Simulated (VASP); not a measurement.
Crystal: PdBr (rocksalt type).

```
Pd Br
1.0
     0.00000    2.47388    2.47388
     2.47388    0.00000    2.47388
     2.47388    2.47388    0.00000
Pd Br
1 1
Direct
  0.00000 0.00000 0.00000
  0.50000 0.50000 0.50000
```

| Item | Value |
| --- | --- |
| Program | VASP 6.6.1 |
| Task | relaxation of cell and atoms |
| Functional | PBE |
| Potentials or basis | VASP PAW PBE potentials, release 64 (Pd, Br) |
| Cutoff | 600 eV |
| k mesh | 13 × 13 × 13 |
| Occupations | fermi-dirac, width 0.1 eV |
| Spin | no spin polarisation |

At the start: pressure 49.1 GPa; volume 15.14 Å³/atom.

Problem. Where does the relaxation end?

Solution. Over 21 steps the energy falls by 611.8 meV/atom and the volume is 20.71 Å³/atom (+36.8 %); space group Fm-3m (No. 225, to 0.05 Å).

The path:
```csv
step,energy change (eV),largest force (eV/Å),pressure (GPa),volume (Å³)
1,0.0000,0.0000,49.12,30.28
2,-0.6993,0.0000,-8.64,55.52
3,-1.2235,0.0000,-0.28,41.61
4,-1.2237,0.0000,0.11,41.36
5,-1.2237,0.0000,0.11,41.36
6,-1.2237,0.0000,0.11,41.36
7,-1.2237,0.0000,0.11,41.36
8,-1.2237,0.0000,0.11,41.36
9,-1.2237,0.0000,0.11,41.36
10,-1.2237,0.0000,0.11,41.36
11,-1.2237,0.0000,0.11,41.36
12,-1.2237,0.0000,0.11,41.36
13,-1.2237,0.0000,0.11,41.36
14,-1.2237,0.0000,0.11,41.36
15,-1.2237,0.0000,0.11,41.36
16,-1.2237,0.0000,0.11,41.36
17,-1.2237,0.0000,0.10,41.37
18,-1.2237,0.0000,0.09,41.37
19,-1.2237,0.0000,0.08,41.38
20,-1.2237,0.0000,0.06,41.39
21,-1.2237,0.0000,0.01,41.42
```

Final structure:
```yaml
crystal:
  lattice:
    - [0.00000, 2.74624, 2.74624]
    - [2.74624, 0.00000, 2.74624]
    - [2.74624, 2.74624, 0.00000]
  atoms:
    - { symbol: Pd, position: [0.00000, 0.00000, 0.00000] }
    - { symbol: Br, position: [0.50000, 0.50000, 0.50000] }
```

Caveat: the volume moved by over 15 % at a fixed basis, so the end points are rough; an odd number of electrons without spin polarisation forces a metal; a magnetic or distorted state may lie lower.
